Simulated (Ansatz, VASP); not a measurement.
P in VASP and in Ansatz

INCAR

```
  PREC = Accurate
  ENCUT = 520
  EDIFF = 1E-6
  ISMEAR = -1
  SIGMA = 0.08
  LREAL = F
  LASPH = T
  NELM = 80
  ALGO = Normal
  ISIF = 2
  LWAVE = F
  LCHARG = F
  GGA = PE
  IVDW = 12
  NBANDS = 8
```

Contents of KPOINTS:

```
Automatic mesh
0
Gamma
  5 5 4
```

Contents of POSCAR:

```
P
1.0
    4.2729048574      0.0000000000      0.0000000000
    0.0000000000      4.2729048574      0.0000000000
    0.0000000000      0.0000000000      4.3780000000
P
1
Direct
    0.0000000000      0.0000000000      0.0000000000
```

Input for Ansatz:

```yaml
crystal:
  lattice:
    - [4.2729048574, 0.0, 0.0]
    - [0.0, 4.2729048574, 0.0]
    - [0.0, 0.0, 4.378]
  atoms:
    - { symbol: P, position: [0.0, 0.0, 0.0] }
kpoints:
  mp_grid: { grid: [5, 5, 4] }
scf:
  occupations: { method: fermi_dirac, width: 0.08 }
  mixing: { algorithm: broyden, beta: 0.2, ndim: 2 }
hamiltonian:
  xc: pbe
  pseudopotentials: { kind: all_electron, lapw: { basis_error: 0.00025 } }
  dispersion: d3bj
output:
  forces: true
  stress: true
  eigenvalues: true
```

Alike in both runs: task single point; functional PBE; dispersion D3(BJ); k mesh 5 × 5 × 4; occupations fermi-dirac, width 0.08 eV; no spin polarisation.

```csv
,VASP,Ansatz
version,VASP 6.6.1,Ansatz 0.2.0
potentials or method,"VASP PAW PBE potentials, release 64 (P), cutoff 520 eV","all-electron LAPW, scalar-relativistic"
```

|  | VASP | Ansatz | Ansatz less VASP |
| --- | --- | --- | --- |
| gap on the k mesh at the Fermi level (eV) | none | none | - |
| pressure (GPa) | -3.6 | -3.6 | 0.00 |
| traceless stress, the component that is largest in VASP (GPa) | 0.58 | 0.58 | +0.001 |

A gap of «none» marks a metal or a gap that the smearing closes. Ansatz ran all-electron here, and VASP with PAW potentials.
